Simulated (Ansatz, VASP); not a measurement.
## HfN: VASP beside Ansatz

```xyz
2
Lattice="0.0000 2.4548 2.4548 2.4548 0.0000 2.4548 2.4548 2.4548 0.0000" Properties=species:S:1:pos:R:3 pbc="T T T"
Hf    0.0000    0.0000    0.0000
N     1.2274    1.2274    1.2274
```

Alike in both runs: task relaxation of cell and atoms; functional LDA; k mesh 9 × 9 × 9; occupations fermi-dirac, width 0.05 eV; no spin polarisation; Hubbard terms Hf d U = 1.0 eV.

|  | VASP | Ansatz |
| --- | --- | --- |
| version | VASP 6.6.1 | Ansatz 0.2.0 |
| potentials or method | VASP PAW LDA potentials, release 64 (Hf_pv, N) | Ansatz PAW |
| plane-wave cutoff (eV) | 600 | 420 |
| valence electrons in the cell | 15 | 31 |

Ansatz gave:

* gap on the k mesh at the Fermi level, each at its own relaxed structure (eV): none
* relaxed volume (Å³/atom): 14.16
* relaxed cell length with the largest relative difference (Å): 3.421

Task: Estimate VASP's values.

Result: gap on the k mesh at the Fermi level, each at its own relaxed structure (eV): none; relaxed volume (Å³/atom): 14.26; relaxed cell length with the largest relative difference (Å): 3.430.

LDA's correlation is that of Perdew and Zunger in VASP and of Perdew and Wang (1992) in Ansatz. The programs project onto different local orbitals, so the same U acts differently, and such runs can settle in different states. A gap of «none» marks a metal or a gap that the smearing closes. VASP's potentials hold 15 valence electrons a cell and Ansatz's 31, so a difference there can come from the potentials and not from the codes.

Spin-orbit coupling is off throughout. Noted on Ansatz's run: the plane-wave basis is chosen anew once the cell has moved, so the energies of steps on either side of that aren't comparable.
